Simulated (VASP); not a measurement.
The system is WAu.

```xyz
2
Lattice="0.0000 2.7480 2.7480 2.7480 0.0000 2.7480 2.7480 2.7480 0.0000" Properties=species:S:1:pos:R:3 pbc="T T T"
W     0.0000    0.0000    0.0000
Au    4.1220    4.1220    4.1220
```

```yaml
Program: VASP 6.6.1
Task: relaxation of cell and atoms
Functional: PBEsol
Dispersion: D3(BJ)
Potentials_or_basis: VASP PAW PBE potentials, release 64 (W_sv, Au)
Cutoff: 600 eV
k_mesh: 8 × 8 × 8
Occupations: fermi-dirac, width 0.05 eV
Spin: no spin polarisation
```

At the start: pressure 21.7 GPa; volume 20.75 Å³/atom.

Where does the relaxation end?

Over 5 steps the energy falls by 145.4 meV/atom and the volume is 23.12 Å³/atom (+11.4 %); space group F-43m (No. 216, to 0.05 Å).

The path:
| step | energy change (eV) | largest force (eV/Å) | pressure (GPa) | volume (Å³) |
| --- | --- | --- | --- | --- |
| 1 | 0.0000 | 0.0000 | 21.74 | 41.50 |
| 2 | 0.9802 | 0.0000 | -21.10 | 60.82 |
| 3 | -0.2878 | 0.0000 | -1.71 | 46.79 |
| 4 | -0.2907 | 0.0000 | -0.28 | 46.35 |
| 5 | -0.2907 | 0.0000 | 0.06 | 46.25 |

Final structure:
```
CELL_PARAMETERS angstrom
0.00000 2.84895 2.84895
2.84895 0.00000 2.84895
2.84895 2.84895 0.00000
ATOMIC_POSITIONS crystal
W 0.00000 0.00000 0.00000
Au 0.75000 0.75000 0.75000
```

Caveat: the PAW data sets were made with another functional, which shifts forces and pressure a little; pairwise dispersion overbinds metals, which lowers pressure and volume.
